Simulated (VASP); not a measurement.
Set up this calculation in VASP 6.6.1, as the native input.

```
Task                   : single point
Functional             : PBE
Potentials or basis    : VASP PAW PBE potentials, release 64 (C)
Cutoff                 : 520 eV
k mesh                 : 11 × 11 × 11
Occupations            : fermi-dirac, width 0.1 eV
Spin                   : no spin polarisation
Dipole correction      : no
Further INCAR settings : ALGO = Normal; EDIFF = 1e-06; NBANDS = 8
```

The structure of C lies in POSCAR:

```
C
1.0
    1.7554346627      0.0000000000      0.0000000000
    0.0000000000      1.7554346627      0.0000000000
    0.0000000000      0.0000000000      1.7554346627
C
1
Direct
    0.0000000000      0.0000000000      0.0000000000
```

These files were run (other wordings do the same):

INCAR

```
SYSTEM = C
ALGO = Normal
EDIFF = 1E-6
ENCUT = 520
GGA = PE
ISIF = 2
ISMEAR = -1
LASPH = .TRUE.
LCHARG = .TRUE.
LELF = .TRUE.
LREAL = .FALSE.
LVHAR = .TRUE.
LWAVE = .FALSE.
NBANDS = 8
NELM = 100
PREC = Accurate
SIGMA = 0.1
```

KPOINTS

```
k-points
0
G
  11 11 11
  0 0 0
```

Potentials or basis: VASP PAW PBE potentials, release 64 (C).

The run is started by

```sh
$ cat potpaw_PBE.64/C/POTCAR > POTCAR
$ mpirun -np 1 vasp_std > vasp.out
```

It gave:

* Pressure: 5.5 GPa
* Band gap on the k mesh: zero (band 2 reaches 20.92 eV, above the bottom of band 3 at 9.65 eV)

It took 1.5 s on 1 thread of Intel Xeon 6975P-C (shared host), peak memory 0.1 GiB.
